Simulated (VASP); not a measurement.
# Te2Mo (Fm-3m) in VASP: single point with PBE-based screened hybrid with 40 % exact exchange

Aim: the single point of Te2Mo with PBE-based screened hybrid with 40 % exact exchange.

Program: VASP 6.6.1. These are calculated values, not measurements. Logs are shortened: lines on timing, memory, paths and dates and some standing lists are left out, and cuts for length are marked.

## Step 1: The cell of the first run

The structure is cubic, space group Fm-3m (No. 225). The conventional cell has a = 6.630 Å, b = 6.630 Å, c = 6.630 Å, α = 90.00°, β = 90.00°, γ = 90.00°. Mo (site symmetry m-3m) has 8 Te at 2.87 Å within 3.8 Å. Te (site symmetry -43m) has 4 Mo at 2.87 Å and 6 Te at 3.31 Å within 3.8 Å.

## Step 2: Single point, PBE-based screened hybrid with 40 % exact exchange

Contents of POSCAR:

```
Te2Mo
1.0
    0.0000000000      3.3148317929      3.3148317929
    3.3148317929      0.0000000000      3.3148317929
    3.3148317929      3.3148317929      0.0000000000
Mo Te
1 2
Direct
    0.0000000000      0.0000000000      0.0000000000
    0.2500000000      0.2500000000      0.2500000000
    0.7500000000      0.7500000000      0.7500000000
```

Contents of INCAR.step1:

```
SYSTEM = Te2Mo
ALGO = Normal
EDIFF = 1E-5
ENCUT = 400
GGA = PE
GGA_COMPAT = .FALSE.
ISIF = 2
ISMEAR = -1
LASPH = .TRUE.
LREAL = .FALSE.
LWAVE = .TRUE.
NBANDS = 20
NELM = 120
PREC = Accurate
SIGMA = 0.02
```

Contents of INCAR.step2:

```
SYSTEM = Te2Mo
AEXX = 0.4
ALGO = Normal
EDIFF = 1E-6
ENCUT = 400
GGA = PE
GGA_COMPAT = .FALSE.
HFSCREEN = 0.1
ISIF = 2
ISMEAR = -1
ISTART = 1
LASPH = .TRUE.
LCHARG = .TRUE.
LELF = .TRUE.
LHFCALC = .TRUE.
LREAL = .FALSE.
LVHAR = .TRUE.
LWAVE = .FALSE.
NBANDS = 20
NELM = 120
PREC = Accurate
PRECFOCK = Normal
SIGMA = 0.02
```

Contents of KPOINTS:

```
k-points
0
G
  4 4 4
  0 0 0
```

Potentials or basis: VASP PAW PBE potentials, release 64 (Mo_sv, Te).

The run is started by

```sh
> cat potpaw_PBE.64/Mo_sv/POTCAR potpaw_PBE.64/Te/POTCAR > POTCAR
> cp INCAR.step1 INCAR
> mpirun -np 1 vasp_std > vasp.out
> cp INCAR.step2 INCAR
> mpirun -np 1 vasp_std > vasp.out
```

OUTCAR:

```text
SYSTEM = Te2Mo
   AEXX = 0.4
   EDIFF = 1E-6
   ENCUT = 400
   GGA = PE
   HFSCREEN = 0.1
   ISIF = 2
   ISMEAR = -1
   ISTART = 1
   LASPH = .TRUE.
   LHFCALC = .TRUE.
   LREAL = .FALSE.
   NELM = 120
   PREC = Accurate
   PRECFOCK = Normal

 ion  position               nearest neighbor table
   1  0.000  0.000  0.000-   2 2.87   3 2.87   3 2.87   3 2.87   3 2.87   2 2.87   2 2.87   2 2.87

   2  0.250  0.250  0.250-   1 2.87   1 2.87   1 2.87   1 2.87   3 3.31   3 3.31   3 3.31   3 3.31
                             3 3.31   3 3.31
   3  0.750  0.750  0.750-   1 2.87   1 2.87   1 2.87   1 2.87   2 3.31   2 3.31   2 3.31   2 3.31
                             2 3.31   2 3.31

  LATTYP: Found a face centered cubic cell.
 ALAT       =     6.6296635858

  Lattice vectors:

 A1 = (   0.0000000000,   3.3148317929,   3.3148317929)
 A2 = (   3.3148317929,   0.0000000000,   3.3148317929)
 A3 = (   3.3148317929,   3.3148317929,   0.0000000000)

Analysis of symmetry for initial positions (statically):
=====================================================================
 Subroutine PRICEL returns:
 Original cell was already a primitive cell.

 Routine SETGRP: Setting up the symmetry group for a
 face centered cubic supercell.

 Subroutine GETGRP returns: Found 48 space group operations
 (whereof 48 operations were pure point group operations)
 out of a pool of 48 trial point group operations.

The static configuration has the point symmetry O_h .

Analysis of symmetry for dynamics (positions and initial velocities):
=====================================================================
 Subroutine PRICEL returns:
 Original cell was already a primitive cell.

 Routine SETGRP: Setting up the symmetry group for a
 face centered cubic supercell.

 Subroutine GETGRP returns: Found 48 space group operations
 (whereof 48 operations were pure point group operations)
 out of a pool of 48 trial point group operations.

The dynamic configuration has the point symmetry O_h .

 Subroutine INISYM returns: Found 48 space group operations
 (whereof 48 operations are pure point group operations),
 and found     1 'primitive' translations

----------------------------------------------------------------------------------------

                                     Primitive cell

  volume of cell :      72.8475

  direct lattice vectors                    reciprocal lattice vectors
     0.000000000  3.314831793  3.314831793    -0.150837216  0.150837216  0.150837216
     3.314831793  0.000000000  3.314831793     0.150837216 -0.150837216  0.150837216
     3.314831793  3.314831793  0.000000000     0.150837216  0.150837216 -0.150837216

  length of vectors
     4.687880079  4.687880079  4.687880079     0.261257722  0.261257722  0.261257722

  position of ions in fractional coordinates (direct lattice)
     0.000000000  0.000000000  0.000000000
     0.250000000  0.250000000  0.250000000
     0.750000000  0.750000000  0.750000000

  ion indices of the primitive-cell ions
   primitive index   ion index
                 1           1
                 2           2
                 3           3

----------------------------------------------------------------------------------------

 KPOINTS: k-points

Automatic generation of k-mesh.
 Grid dimensions read from file:
 generate k-points for:    4    4    4

 Generating k-lattice:

  Cartesian coordinates                     Fractional coordinates (reciprocal lattice)
    -0.037709304  0.037709304  0.037709304     0.250000000  0.000000000  0.000000000
     0.037709304 -0.037709304  0.037709304     0.000000000  0.250000000  0.000000000
     0.037709304  0.037709304 -0.037709304     0.000000000  0.000000000  0.250000000

  Length of vectors
     0.065314431  0.065314431  0.065314431

  Shift w.r.t. Gamma in fractional coordinates (k-lattice)
     0.000000000  0.000000000  0.000000000

 Subroutine IBZKPT returns following result:
 ===========================================

 Found      8 irreducible k-points:

 Following reciprocal coordinates:
            Coordinates               Weight
  0.000000  0.000000  0.000000      1.000000
  0.250000  0.000000  0.000000      8.000000
  0.500000  0.000000  0.000000      4.000000
  0.250000  0.250000  0.000000      6.000000
  0.500000  0.250000  0.000000     24.000000
 -0.250000  0.250000  0.000000     12.000000
  0.500000  0.500000  0.000000      3.000000
 -0.250000  0.500000  0.250000      6.000000
   k-points           NKPTS =      8   k-points in BZ     NKDIM =     64   number of bands    NBANDS=     20
   number of dos      NEDOS =    301   number of ions     NIONS =      3
   total plane-waves  NPLWV =  32768
   dimension x,y,z NGX =    32 NGY =   32 NGZ =   32
   dimension x,y,z NGXF=    64 NGYF=   64 NGZF=   64
   ions per type =               1   2
   NGX,Y,Z   is equivalent  to a cutoff of  11.35, 11.35, 11.35 a.u.
   NGXF,Y,Z  is equivalent  to a cutoff of  22.70, 22.70, 22.70 a.u.
 SYSTEM =  Te2Mo
   PREC   = accura    normal or accurate (medium, high low for compatibility)
   ISTART =      1    job   : 0-new  1-cont  2-samecut
   ICHARG =      0    charge: 1-file 2-atom 10-const
   ISPIN  =      1    spin polarized calculation?
   LNONCOLLINEAR =      F non collinear calculations
   LSORBIT =      F    spin-orbit coupling
   LASPH  =      T    aspherical Exc in radial PAW
   ENCUT  =  400.0 eV  29.40 Ry    5.42 a.u.   7.64  7.64  7.64*2*pi/ulx,y,z
   NELM   =    120;   NELMIN=  2; NELMDL=  0     # of ELM steps
   EDIFF  = 0.1E-05   stopping-criterion for ELM
   LREAL  =      F    real-space projection
   EDIFFG = 0.1E-04   stopping-criterion for IOM
   NSW    =      0    number of steps for IOM
   IBRION =     -1    ionic relax: 0-MD 1-quasi-New 2-CG
   NFREE  =      0    steps in history (QN), initial steepest desc. (CG)
   ISIF   =      2    stress and relaxation
   ISYM   =      3    0-nonsym 1-usesym 2-fastsym
   POTIM  = 0.5000    time-step for ionic-motion
   TEBEG  =    0.0;   TEEND  =   0.0 temperature during run
   PSTRESS=    0.0 pullay stress
   NELECT =      26.0000    total number of electrons
   NUPDOWN=      -1.0000    fix difference up-down
   EMIN   =  10.00;   EMAX   =-10.00  energy-range for DOS
   EFERMI =   0.00;   METHOD = LEGACY
   ISMEAR =    -1;   SIGMA  =   0.02  broadening in eV -4-tet -1-fermi 0-gaus
   EFERMI_NEDOS =   21; number of points for ismear=-14 and -15
   IALGO  =     38    algorithm
   IMIX   =      1    mixing-type and parameters
     AMIX     =   0.40;   BMIX     =  1.00
     AMIX_MAG =   1.60;   BMIX_MAG =  1.00
  volume/ion in A,a.u.               =      24.28       163.87
  Fermi-wavevector in a.u.,A,eV,Ry     =   1.161256  2.194455 18.347652  1.348514
  Thomas-Fermi vector in A             =   2.297829
   LORBIT       =      0    0 simple, 1 ext, 2 COOP (PROOUT), +10 PAW based schemes
   GGA     = PE    functional components
   LHFCALC =     T    Hartree Fock is set to
   PRECFOCK=normal    Normal, Fast or Accurate (Low or Medium for compatibility)
   ENCUT4O =  -1.0   cutoff for four orbital integrals eV
   NKREDX  =     1    reduce k-point grid by
   NKREDY  =     1    reduce k-point grid by
   NKREDZ  =     1    reduce k-point grid by
   AEXX    =    0.4000 exact exchange contribution
   HFSCREEN=    0.1000 screening length (either q_TF or 0.3 A-1)
   HFSCREENC=   0.1000 screening length for correlation (either q_TF or 0.3 A-1)
   ENCUTFOCK=  -1.0 apply spherical cutoff to Coloumb kernel
   IVDW    =     0    specifies the selected vdW correction
   LEPSILON=     F    determine dielectric tensor
   LRPA    =     F    only Hartree local field effects (RPA)
 non-spin polarized calculation
  energy-cutoff  :      400.00
  volume of cell :       72.85
 maximum number of plane-waves:      1363
 NGX is ok and might be reduce to    32
  NGX = 24; NGY = 24; NGZ = 24

 number of electron      26.0000000 magnetization

 Free energy of the ion-electron system (eV)
  ---------------------------------------------------
  ext. energy  EPLUGINS =         0.00000000
  ---------------------------------------------------
  free energy    TOTEN  =       -23.81203458 eV

  energy without entropy =      -23.81203318  energy(sigma->0) =      -23.81203388

 E-fermi :   8.2351     XC(G=0):  -7.3659

 val. band max:        8.0123726098   @ k =  -0.2500   0.5000   0.2500
 cond. band min:       8.4854955160   @ k =   0.5000   0.2500   0.0000
 fundamental gap:      0.4731229062
 Fermi energy:         8.2350906508

 k-point     1 :       0.0000    0.0000    0.0000
  band No.  band energies     occupation
      1     -58.5620      2.00000
      2     -30.4580      2.00000
      3     -30.4580      2.00000
      4     -30.4580      2.00000
      5      -7.9405      2.00000
      6      -2.3876      2.00000
[... 12 lines left out ...]
     19      13.4944      0.00000
     20      13.4944      0.00000

 k-point     2 :       0.2500    0.0000    0.0000
  band No.  band energies     occupation
      1     -58.5620      2.00000
      2     -30.4617      2.00000
      3     -30.4586      2.00000
      4     -30.4586      2.00000
      5      -7.3173      2.00000
      6      -3.7604      2.00000
[... 12 lines left out ...]
     19      15.1487      0.00000
     20      15.2255      0.00000

 k-point     3 :       0.5000    0.0000    0.0000
  band No.  band energies     occupation
      1     -58.5621      2.00000
      2     -30.4652      2.00000
      3     -30.4582      2.00000
      4     -30.4582      2.00000
      5      -5.9438      2.00000
      6      -5.5014      2.00000
[... 12 lines left out ...]
     19      17.1069      0.00000
     20      17.1397      0.00000

 k-point     4 :       0.2500    0.2500    0.0000
  band No.  band energies     occupation
      1     -58.5621      2.00000
      2     -30.4610      2.00000
      3     -30.4583      2.00000
      4     -30.4583      2.00000
      5      -7.1265      2.00000
      6      -3.8268      2.00000
[... 12 lines left out ...]
     19      16.4806      0.00000
     20      17.1166      0.00000

 k-point     5 :       0.5000    0.2500    0.0000
  band No.  band energies     occupation
      1     -58.5622      2.00000
      2     -30.4616      2.00000
      3     -30.4593      2.00000
      4     -30.4582      2.00000
      5      -6.0170      2.00000
      6      -4.9888      2.00000
[... 12 lines left out ...]
     19      17.2338      0.00000
     20      18.0428      0.00000

 k-point     6 :      -0.2500    0.2500    0.0000
  band No.  band energies     occupation
      1     -58.5621      2.00000
      2     -30.4617      2.00000
      3     -30.4594      2.00000
      4     -30.4589      2.00000
      5      -6.4143      2.00000
      6      -4.7409      2.00000
[... 12 lines left out ...]
     19      16.0709      0.00000
     20      16.5617      0.00000

 k-point     7 :       0.5000    0.5000    0.0000
  band No.  band energies     occupation
      1     -58.5623      2.00000
      2     -30.4607      2.00000
      3     -30.4581      2.00000
      4     -30.4581      2.00000
      5      -5.8920      2.00000
      6      -4.6712      2.00000
[... 12 lines left out ...]
     19      16.0175      0.00000
     20      17.1224      0.00000

 k-point     8 :      -0.2500    0.5000    0.2500
  band No.  band energies     occupation
      1     -58.5622      2.00000
      2     -30.4597      2.00000
      3     -30.4595      2.00000
      4     -30.4594      2.00000
      5      -5.3740      2.00000
      6      -5.3740      2.00000
[... 12 lines left out ...]
     19      14.8407      0.00000
     20      17.4900      0.00000

------------------------ aborting loop because EDIFF is reached ----------------------------------------

  FORCE on cell =-STRESS in cart. coord.  units (eV):
  Direction    XX          YY          ZZ          XY          YZ          ZX
  --------------------------------------------------------------------------------------
  -------------------------------------------------------------------------------------
  Total       -3.1854401     -3.1854401     -3.1854401      0.0000000      0.0000000      0.0000000
  in kB      -70.0592593    -70.0592593    -70.0592593      0.0000000      0.0000000      0.0000000
  external PRESSURE =     -70.0592593 kB  Pullay stress =       0.0000000 kB

 VOLUME and BASIS-vectors are now :
 -----------------------------------------------------------------------------
  energy-cutoff  :      400.00
  volume of cell :       72.85
      direct lattice vectors                 reciprocal lattice vectors
     0.000000000  3.314831793  3.314831793    -0.150837216  0.150837216  0.150837216
     3.314831793  0.000000000  3.314831793     0.150837216 -0.150837216  0.150837216
     3.314831793  3.314831793  0.000000000     0.150837216  0.150837216 -0.150837216

 POSITION                                       TOTAL-FORCE (eV/Angst)
 -----------------------------------------------------------------------------------
      0.00000      0.00000      0.00000         0.000000      0.000000      0.000000
      1.65742      1.65742      1.65742        -0.000000     -0.000000     -0.000000
      4.97225      4.97225      4.97225         0.000000      0.000000     -0.000000
 -----------------------------------------------------------------------------------
    total drift:                               -0.000002      0.000001      0.000003

  FREE ENERGIE OF THE ION-ELECTRON SYSTEM (eV)
  ---------------------------------------------------
  free  energy   TOTEN  =       -23.8120345829 eV

  energy  without entropy=      -23.8120331757  energy(sigma->0) =      -23.81203388
```

Wall time 44 min (1 thread of Intel Xeon Platinum 8259CL at 2.50GHz (Skylake/Cascade Lake), shared host); peak memory 0.29 GiB.

What came out:

```yaml
Free_energy: -23.8120 eV
Pressure: -7.0 GPa
Band_gap_on_the_k_mesh: zero (bands 13 and 14 overlap by 1.15 eV)
```

Levels at points of the mesh, in eV from the Fermi level:
```csv
k point,band 11,band 12,band 13,band 14,band 15,band 16
"(0.00, 0.00, 0.00)",-1.19,0.48,0.48,0.48,4.66,4.66
"(0.50, 0.00, 0.00)",-3.24,-2.58,-0.67,-0.67,2.97,4.96
"(0.50, 0.50, 0.00)",-1.93,-1.37,-0.69,3.06,3.36,5.29
```

Caveat: the k points lie up to 0.41 Å⁻¹ apart, too coarse for converged energies and pressures of a metal; the structure was generated, so it needn't be the stable form of Te2Mo; the PAW data sets were made with another functional, which shifts forces and pressure a little; spin-orbit coupling is left out, which moves the levels of the heavy elements.

The gap in the log of VASP goes by the Fermi energy; the results here count the filled bands.